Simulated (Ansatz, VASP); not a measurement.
# Two plane-wave programs on Hg

The input INCAR:

```
ALGO = Fast
EDIFF = 1E-6
ENCUT = 520
GGA = PS
ISIF = 2
ISMEAR = 0
IVDW = 12
LASPH = T
LCHARG = F
LREAL = F
LWAVE = F
NBANDS = 19
NELM = 60
PREC = Accurate
SIGMA = 0.15
```

The input KPOINTS:

```
k-points
0
Gamma
  18 18 10
```

The input POSCAR:

```
Hg
1.0
    3.1321283083      0.0000000000      0.0000000000
   -1.5660641541      2.7125026829      0.0000000000
    0.0000000000      0.0000000000      5.3315088064
Hg
2
Direct
    0.6666666667      0.3333333333      0.7500000000
    0.3333333333      0.6666666667      0.2500000000
```

Input for Ansatz:

```yaml
crystal:
  lattice:
    - [3.1321283083, 0.0, 0.0]
    - [-1.5660641541, 2.7125026829, 0.0]
    - [0.0, 0.0, 5.3315088064]
  atoms:
    - { symbol: Hg, position: [0.6666666667, 0.3333333333, 0.75] }
    - { symbol: Hg, position: [0.3333333333, 0.6666666667, 0.25] }
basis:
  ecutwfc: 420
kpoints:
  mp_grid: { grid: [18, 18, 10] }
hamiltonian:
  xc: pbesol
  dispersion: d3bj
scf:
  occupations: { method: gaussian, width: 0.15 }
output:
  forces: true
  stress: true
  eigenvalues: true
```

Alike in both runs: task single point; functional PBEsol; dispersion D3(BJ); k mesh 18 × 18 × 10; occupations gaussian, width 0.15 eV; no spin polarisation.

```csv
,VASP,Ansatz
version,VASP 6.6.1,Ansatz 0.2.0
potentials or method,"VASP PAW PBE potentials, release 64 (Hg), cutoff 520 eV","scalar-relativistic, plane waves, PAW"
valence electrons in the cell,24,40
```

|  | VASP | Ansatz | Ansatz less VASP |
| --- | --- | --- | --- |
| gap on the k mesh at the Fermi level (eV) | none | none | - |
| pressure (GPa) | -1.3 | -1.7 | -0.46 |
| traceless stress, the component that is largest in VASP (GPa) | -0.13 | -0.06 | +0.069 |

VASP's potentials were made for PBE, not for PBEsol. A gap of «none» marks a metal or a gap that the smearing closes. VASP's potentials hold 24 valence electrons a cell and Ansatz's 40, so a difference there can come from the potentials and not from the codes.

Spin-orbit coupling is off throughout.
